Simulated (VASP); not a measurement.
# Au (Fm-3m) in VASP: single point with LDA

Aim: the single point of Au with LDA.

Program: VASP 6.6.1. These are calculated values, not measurements. Logs are shortened: lines on timing, memory, paths and dates and some standing lists are left out, and cuts for length are marked.

### Step 1. The cell of the first run

It takes space group Fm-3m (No. 225, cubic). The conventional cell has a = 4.048 Å, b = 4.048 Å, c = 4.048 Å, α = 90.00°, β = 90.00°, γ = 90.00°. Within 3.8 Å of Au (site symmetry m-3m) lie 12 Au at 2.86 Å.

### Step 2. Single point, LDA

INCAR reads:

```
ALGO = Normal ; EDIFF = 1E-6
ENCUT = 520 ; ISIF = 2
ISMEAR = -1 ; LASPH = True
LCHARG = False ; LREAL = False
LWAVE = False ; NBANDS = 18
NELM = 80 ; PREC = Accurate
SIGMA = 0.08
```

KPOINTS reads:

```
k-points
0
Gamma
  14 14 10
```

POSCAR reads:

```
Au
1.0
    2.0241121763      2.0241121763      0.0000000000
   -2.0241121763      2.0241121763      0.0000000000
    0.0000000000      0.0000000000      4.0482243526
Au
2
Direct
    0.0000000000      0.0000000000      0.0000000000
    0.5000000000      0.5000000000      0.5000000000
```

Potentials or basis: VASP PAW LDA potentials, release 64 (Au).

Run with:

```sh
$ cat potpaw_LDA.64/Au/POTCAR > POTCAR
$ mpirun -np 1 vasp_std > vasp.out
```

OUTCAR:

```text
EDIFF = 1E-6
   ENCUT = 520
   ISIF = 2
   ISMEAR = -1
   LASPH = True
   LREAL = False
   NELM = 80
   PREC = Accurate

 ion  position               nearest neighbor table
   1  0.000  0.000  0.000-   2 2.86   2 2.86   2 2.86   2 2.86   2 2.86   2 2.86   2 2.86   2 2.86

   2  0.500  0.500  0.500-   1 2.86   1 2.86   1 2.86   1 2.86   1 2.86   1 2.86   1 2.86   1 2.86

  LATTYP: Found a simple tetragonal cell.
 ALAT       =     2.8625268915
 C/A-ratio  =     1.4142135624

  Lattice vectors:

 A1 = (   2.0241121763,   2.0241121763,   0.0000000000)
 A2 = (  -2.0241121763,   2.0241121763,   0.0000000000)
 A3 = (   0.0000000000,   0.0000000000,   4.0482243526)

Analysis of symmetry for initial positions (statically):
=====================================================================
 Subroutine PRICEL returns following result:

  LATTYP: Found a face centered cubic cell.
 ALAT       =     4.0482243526

  Lattice vectors:

 A1 = (   0.0000000000,  -2.0241121763,  -2.0241121763)
 A2 = (   2.0241121763,   0.0000000000,  -2.0241121763)
 A3 = (   2.0241121763,  -2.0241121763,  -0.0000000000)

   2 primitive cells build up your supercell.

 Routine SETGRP: Setting up the symmetry group for a
 simple tetragonal supercell.

 Subroutine GETGRP returns: Found 16 space group operations
 (whereof 16 operations were pure point group operations)
 out of a pool of 16 trial point group operations.

The static configuration has the point symmetry D_4h.

Analysis of symmetry for dynamics (positions and initial velocities):
=====================================================================
 Subroutine PRICEL returns following result:

  LATTYP: Found a face centered cubic cell.
 ALAT       =     4.0482243526

  Lattice vectors:

 A1 = (   0.0000000000,  -2.0241121763,  -2.0241121763)
 A2 = (   2.0241121763,   0.0000000000,  -2.0241121763)
 A3 = (   2.0241121763,  -2.0241121763,  -0.0000000000)

   2 primitive cells build up your supercell.

 Routine SETGRP: Setting up the symmetry group for a
 simple tetragonal supercell.

 Subroutine GETGRP returns: Found 16 space group operations
 (whereof 16 operations were pure point group operations)
 out of a pool of 16 trial point group operations.

The dynamic configuration has the point symmetry D_4h.

 Subroutine INISYM returns: Found 16 space group operations
 (whereof 16 operations are pure point group operations),
 and found     2 'primitive' translations

----------------------------------------------------------------------------------------

                                     Primitive cell

  volume of cell :      16.5857

  direct lattice vectors                    reciprocal lattice vectors
     0.000000000 -2.024112176 -2.024112176    -0.247021882 -0.247021882 -0.247021882
     2.024112176  0.000000000 -2.024112176     0.247021882  0.247021882 -0.247021882
     2.024112176 -2.024112176 -0.000000000     0.247021882 -0.247021882  0.247021882

  length of vectors
     2.862526891  2.862526891  2.862526891     0.427854451  0.427854451  0.427854451

  position of ions in fractional coordinates (direct lattice)
     0.000000000  0.000000000  0.000000000

  ion indices of the primitive-cell ions
   primitive index   ion index
                 1           1

----------------------------------------------------------------------------------------

 KPOINTS: k-points

Automatic generation of k-mesh.
 Grid dimensions read from file:
 generate k-points for:   14   14   10

 Generating k-lattice:

  Cartesian coordinates                     Fractional coordinates (reciprocal lattice)
     0.017644420  0.017644420  0.000000000     0.071428571  0.000000000  0.000000000
    -0.017644420  0.017644420  0.000000000     0.000000000  0.071428571  0.000000000
     0.000000000  0.000000000  0.024702188     0.000000000  0.000000000  0.100000000

  Length of vectors
     0.024952978  0.024952978  0.024702188

  Shift w.r.t. Gamma in fractional coordinates (k-lattice)
     0.000000000  0.000000000  0.000000000

 Subroutine IBZKPT returns following result:
 ===========================================

 Found    216 irreducible k-points:

 Following reciprocal coordinates:
            Coordinates               Weight
  0.000000  0.000000  0.000000      1.000000
  0.071429  0.000000  0.000000      4.000000
  0.142857  0.000000  0.000000      4.000000
  0.214286  0.000000  0.000000      4.000000
  0.285714  0.000000  0.000000      4.000000
  0.357143  0.000000  0.000000      4.000000
[... 16 lines left out ...]
  0.285714  0.214286  0.000000      8.000000
  0.357143  0.214286  0.000000      8.000000
 [... further k-points ...]
   k-points           NKPTS =    216   k-points in BZ     NKDIM =    216   number of bands    NBANDS=     18
   number of dos      NEDOS =    301   number of ions     NIONS =      2
   total plane-waves  NPLWV =  17280
   dimension x,y,z NGX =    24 NGY =   24 NGZ =   30
   dimension x,y,z NGXF=    48 NGYF=   48 NGZF=   60
   ions per type =               2
   NGX,Y,Z   is equivalent  to a cutoff of  13.94, 13.94, 12.32 a.u.
   NGXF,Y,Z  is equivalent  to a cutoff of  27.88, 27.88, 24.64 a.u.
 SYSTEM =  unknown system
   PREC   = accura    normal or accurate (medium, high low for compatibility)
   ISTART =      0    job   : 0-new  1-cont  2-samecut
   ICHARG =      2    charge: 1-file 2-atom 10-const
   ISPIN  =      1    spin polarized calculation?
   LNONCOLLINEAR =      F non collinear calculations
   LSORBIT =      F    spin-orbit coupling
   LASPH  =      T    aspherical Exc in radial PAW
   ENCUT  =  520.0 eV  38.22 Ry    6.18 a.u.   5.32  5.32  7.53*2*pi/ulx,y,z
   NELM   =     80;   NELMIN=  2; NELMDL= -5     # of ELM steps
   EDIFF  = 0.1E-05   stopping-criterion for ELM
   LREAL  =      F    real-space projection
   EDIFFG = 0.1E-04   stopping-criterion for IOM
   NSW    =      0    number of steps for IOM
   IBRION =     -1    ionic relax: 0-MD 1-quasi-New 2-CG
   NFREE  =      0    steps in history (QN), initial steepest desc. (CG)
   ISIF   =      2    stress and relaxation
   ISYM   =      2    0-nonsym 1-usesym 2-fastsym
   POTIM  = 0.5000    time-step for ionic-motion
   TEBEG  =    0.0;   TEEND  =   0.0 temperature during run
   PSTRESS=    0.0 pullay stress
   NELECT =      22.0000    total number of electrons
   NUPDOWN=      -1.0000    fix difference up-down
   EMIN   =  10.00;   EMAX   =-10.00  energy-range for DOS
   EFERMI =   0.00;   METHOD = LEGACY
   ISMEAR =    -1;   SIGMA  =   0.08  broadening in eV -4-tet -1-fermi 0-gaus
   EFERMI_NEDOS =   21; number of points for ismear=-14 and -15
   IALGO  =     38    algorithm
   IMIX   =      4    mixing-type and parameters
     AMIX     =   0.40;   BMIX     =  1.00
     AMIX_MAG =   1.60;   BMIX_MAG =  1.00
  volume/ion in A,a.u.               =      16.59       111.93
  Fermi-wavevector in a.u.,A,eV,Ry     =   1.427670  2.697905 27.731959  2.038241
  Thomas-Fermi vector in A             =   2.547814
   LORBIT       =      0    0 simple, 1 ext, 2 COOP (PROOUT), +10 PAW based schemes
   GGA     = CA    functional components
   LHFCALC =     F    Hartree Fock is set to
   AEXX    =    0.0000 exact exchange contribution
   IVDW    =     0    specifies the selected vdW correction
   LEPSILON=     F    determine dielectric tensor
   LRPA    =     F    only Hartree local field effects (RPA)
 non-spin polarized calculation
  energy-cutoff  :      520.00
  volume of cell :       33.17
 maximum number of plane-waves:       912
 NGX is ok and might be reduce to    24
   NGX = 11   NGY = 11   NGZ = 15

 number of electron      22.0000002 magnetization

 Free energy of the ion-electron system (eV)
  ---------------------------------------------------
  ext. energy  EPLUGINS =         0.00000000
  ---------------------------------------------------
  free energy    TOTEN  =        -8.89562606 eV

  energy without entropy =       -8.88439924  energy(sigma->0) =       -8.89001265

 E-fermi :   9.7728     XC(G=0): -13.1409

 val. band max:        9.7602920659   @ k =   0.2143   0.2143   0.4000
 cond. band min:       9.7860218123   @ k =   0.5000   0.2143   0.0000
 fundamental gap:      0.0257297464
 Fermi energy:         9.7727772756

 k-point     1 :       0.0000    0.0000    0.0000
  band No.  band energies     occupation
      1      -0.4541      2.00000
      2       2.4015      2.00000
      3       2.7285      2.00000
      4       4.8895      2.00000
      5       4.8895      2.00000
      6       4.8917      2.00000
[... 10 lines left out ...]
     17      27.3005      0.00000
     18      28.3073      0.00000

 k-point     2 :       0.0714    0.0000    0.0000
  band No.  band energies     occupation
      1      -0.3320      2.00000
      2       2.4810      2.00000
      3       2.8002      2.00000
      4       4.8416      2.00000
      5       4.9283      2.00000
      6       4.9462      2.00000
[... 10 lines left out ...]
     17      27.6353      0.00000
     18      27.7170      0.00000

 k-point     3 :       0.1429    0.0000    0.0000
  band No.  band energies     occupation
      1       0.0250      2.00000
      2       2.6728      2.00000
      3       3.0405      2.00000
      4       4.7120      2.00000
      5       5.0428      2.00000
      6       5.0852      2.00000
[... 10 lines left out ...]
     17      26.2562      0.00000
     18      28.0645      0.00000

 k-point     4 :       0.2143    0.0000    0.0000
  band No.  band energies     occupation
      1       0.5885      2.00000
      2       2.9072      2.00000
      3       3.4497      2.00000
      4       4.5386      2.00000
      5       5.2236      2.00000
      6       5.2284      2.00000
[... 10 lines left out ...]
     17      25.0763      0.00000
     18      27.7869      0.00000

 k-point     5 :       0.2857    0.0000    0.0000
  band No.  band energies     occupation
      1       1.3081      2.00000
      2       3.1676      2.00000
      3       3.9192      2.00000
      4       4.3701      2.00000
      5       5.2436      2.00000
      6       5.4555      2.00000
[... 10 lines left out ...]
     17      24.6642      0.00000
     18      27.2963      0.00000

 k-point     6 :       0.3571    0.0000    0.0000
  band No.  band energies     occupation
      1       2.1054      2.00000
      2       3.4251      2.00000
      3       4.2531      2.00000
      4       4.3003      2.00000
      5       4.9288      2.00000
      6       5.1169      2.00000
[... 10 lines left out ...]
     17      24.7480      0.00000
     18      26.7542      0.00000

 k-point     7 :       0.4286    0.0000    0.0000
  band No.  band energies     occupation
      1       2.8631      2.00000
      2       3.5775      2.00000
      3       4.2267      2.00000
      4       4.5126      2.00000
      5       4.5505      2.00000
      6       4.9017      2.00000
[... 10 lines left out ...]
     17      26.3929      0.00000
     18      26.4864      0.00000

 k-point     8 :       0.5000    0.0000    0.0000
  band No.  band energies     occupation
      1       3.4117      2.00000
      2       3.4117      2.00000
      3       4.3196      2.00000
      4       4.3196      2.00000
      5       4.6777      2.00000
      6       4.6777      2.00000
[... 10 lines left out ...]
     17      26.3389      0.00000
     18      26.3389      0.00000
[... 229 lines left out ...]
     17      23.3656      0.00000
     18      26.0978      0.00000

 k-point    20 :       0.4286    0.1429    0.0000
  band No.  band energies     occupation
      1       3.0656      2.00000
      2       3.8251      2.00000
      3       3.9342      2.00000
      4       4.0879      2.00000
      5       4.1599      2.00000
      6       4.7276      2.00000
[... 10 lines left out ...]
     17      22.8977      0.00000
     18      24.9484      0.00000

 k-point    21 :       0.5000    0.1429    0.0000
  band No.  band energies     occupation
      1       3.5971      2.00000
      2       3.5971      2.00000
      3       3.8929      2.00000
      4       3.8929      2.00000
      5       4.4303      2.00000
      6       4.4303      2.00000
[... 10 lines left out ...]
     17      23.9141      0.00000
     18      23.9141      0.00000

 k-point    22 :       0.2143    0.2143    0.0000
  band No.  band energies     occupation
      1       1.5146      2.00000
      2       3.4670      2.00000
      3       3.9476      2.00000
      4       3.9573      2.00000
      5       4.8864      2.00000
      6       5.6423      2.00000
[... 10 lines left out ...]
     17      25.7597      0.00000
     18      26.0659      0.00000

 k-point    23 :       0.2857    0.2143    0.0000
  band No.  band energies     occupation
      1       2.0737      2.00000
      2       3.5819      2.00000
      3       3.7247      2.00000
      4       4.3563      2.00000
      5       4.3943      2.00000
      6       5.4734      2.00000
[... 10 lines left out ...]
     17      24.4996      0.00000
     18      26.0455      0.00000

 k-point    24 :       0.3571    0.2143    0.0000
  band No.  band energies     occupation
      1       2.5968      2.00000
      2       3.5651      2.00000
      3       3.5993      2.00000
      4       3.9924      2.00000
      5       4.6393      2.00000
      6       5.3085      2.00000
[... 10 lines left out ...]
     17      23.0691      0.00000
     18      24.7858      0.00000

 [... further k-points ...]

------------------------ aborting loop because EDIFF is reached ----------------------------------------

  FORCE on cell =-STRESS in cart. coord.  units (eV):
  Direction    XX          YY          ZZ          XY          YZ          ZX
  --------------------------------------------------------------------------------------
  -------------------------------------------------------------------------------------
  Total        0.1232731      0.1232731      0.0101394      0.0000000      0.0000000     -0.0000000
  in kB        5.9540859      5.9540859      0.4897346      0.0000000      0.0000000     -0.0000000
  external PRESSURE =       4.1326354 kB  Pullay stress =       0.0000000 kB

 VOLUME and BASIS-vectors are now :
 -----------------------------------------------------------------------------
  energy-cutoff  :      520.00
  volume of cell :       33.17
      direct lattice vectors                 reciprocal lattice vectors
     2.024112176  2.024112176  0.000000000     0.247021882  0.247021882  0.000000000
    -2.024112176  2.024112176  0.000000000    -0.247021882  0.247021882  0.000000000
     0.000000000  0.000000000  4.048224353     0.000000000  0.000000000  0.247021882

 POSITION                                       TOTAL-FORCE (eV/Angst)
 -----------------------------------------------------------------------------------
      0.00000      0.00000      0.00000        -0.000000      0.000000     -0.000000
      0.00000      2.02411      2.02411         0.000000     -0.000000      0.000000
 -----------------------------------------------------------------------------------
    total drift:                               -0.000000      0.000000     -0.000000

  FREE ENERGIE OF THE ION-ELECTRON SYSTEM (eV)
  ---------------------------------------------------
  free  energy   TOTEN  =        -8.8956260614 eV

  energy  without entropy=       -8.8843992409  energy(sigma->0) =       -8.89001265
```

Wall time 79 s (1 thread of Intel Xeon 8259CL, shared host); peak memory 0.22 GiB.

Results:

```
Free energy            : -8.8956 eV
Pressure               : 0.4 GPa
Band gap on the k mesh : zero (bands 11 and 12 overlap by 7.56 eV)
```

Levels at points of the mesh, in eV from the Fermi level:
```
           k point  band 7  band 8  band 9  band 10  band 11  band 12  band 13  band 14  band 15  band 16
(0.00, 0.00, 0.00)   -3.27   -3.27   -2.04    -1.67    -1.67     0.86     5.95     9.97     9.97    14.42
(0.50, 0.00, 0.00)   -3.91   -3.91   -3.30    -3.30    -0.28    -0.28     8.62     8.62    10.41    10.41
(0.50, 0.50, 0.00)   -1.67   -1.67   -1.66    -1.66     0.86     0.86     5.95     5.95     9.97     9.97
(0.00, 0.00, 0.50)   -3.59   -3.59   -3.59    -3.59    -2.69    -2.69    14.93    14.93    14.93    14.93
(0.50, 0.00, 0.50)   -2.00   -2.00   -2.00    -2.00    -1.15    -1.15     3.18     3.18    13.88    13.88
(0.50, 0.50, 0.50)   -3.44   -3.44   -1.66    -1.66     4.79     4.79     6.33     6.33     6.33     6.33
```

Caveat: spin-orbit coupling is left out, which moves the levels of the heavy elements.
